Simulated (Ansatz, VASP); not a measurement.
**One calculation of ZnS, two programs**

INCAR

```
SYSTEM = ZnS
PREC = Accurate
ENCUT = 500
EDIFF = 1E-6
ISMEAR = 0
SIGMA = 0.1
LREAL = .FALSE.
LASPH = .TRUE.
NELM = 120
ALGO = Normal
ISIF = 2
LWAVE = .FALSE.
LCHARG = .FALSE.
GGA = PE
NBANDS = 16
GGA_COMPAT = .FALSE.
```

File KPOINTS:

```
regular mesh
0
G
  6 6 6
  0 0 0
```

Contents of POSCAR:

```
ZnS
1.0
    0.0000000000      2.6936830000      2.6936830000
    2.6936830000      0.0000000000      2.6936830000
    2.6936830000      2.6936830000      0.0000000000
Zn S
1 1
Direct
    0.0000000000      0.0000000000      0.0000000000
    0.2500000000      0.2500000000      0.2500000000
```

Input for Ansatz:

```yaml
crystal:
  lattice:
    - [0.0, 2.693683, 2.693683]
    - [2.693683, 0.0, 2.693683]
    - [2.693683, 2.693683, 0.0]
  atoms:
    - { symbol: Zn, position: [0.0, 0.0, 0.0] }
    - { symbol: S, position: [0.25, 0.25, 0.25] }
basis:
  ecutwfc: 420
kpoints:
  mp_grid: { grid: [6, 6, 6] }
hamiltonian:
  xc: pbe
scf:
  occupations: { method: gaussian, width: 0.1 }
output:
  forces: true
  stress: true
  eigenvalues: true
```

Alike in both runs: task single point; functional PBE; k mesh 6 × 6 × 6; occupations gaussian, width 0.1 eV; no spin polarisation.

```csv
,VASP,Ansatz
version,VASP 6.6.1,Ansatz 0.2.0
potentials or method,"VASP PAW PBE potentials, release 64 (Zn, S), cutoff 500 eV","scalar-relativistic, plane waves, PAW"
valence electrons in the cell,18,18
```

Ansatz gave:

| Quantity | Value |
| --- | --- |
| gap on the k mesh at the Fermi level (eV) | 2.15 |
| least direct gap on the mesh (eV) | 2.15 |
| pressure (GPa) | 2.3 |

Question: What did VASP give for the same quantities?

Answer: gap on the k mesh at the Fermi level (eV): 2.15; least direct gap on the mesh (eV): 2.15; pressure (GPa): 2.5.
